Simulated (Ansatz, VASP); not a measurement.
One calculation of Cu, two programs

```
Cu
1.0
    11.33406    0.00000    0.00000
     0.00000    2.19252    0.00000
    -4.50181    0.00000   21.29952
Cu
1
Cartesian
  3.4161 1.0963 10.6498
```

Alike in both runs: task single point; functional PBEsol; dispersion D4; k mesh 3 × 13 × 2; occupations gaussian, width 0.15 eV; no spin polarisation.

|  | VASP | Ansatz |
| --- | --- | --- |
| version | VASP 6.6.1 | Ansatz 0.2.0 |
| potentials or method | VASP PAW PBE potentials, release 64 (Cu), cutoff 520 eV | plane waves, PAW |
| valence electrons in the cell | 11 | 19 |

```csv
,VASP,Ansatz,Ansatz less VASP
pressure (GPa),0.1,0.1,-0.01
"traceless stress, the component that is largest in VASP (GPa)",0.21,0.20,-0.016
```

VASP's potentials were made for PBE, not for PBEsol. VASP's potentials hold 11 valence electrons a cell and Ansatz's 19, so a difference there can come from the potentials and not from the codes.
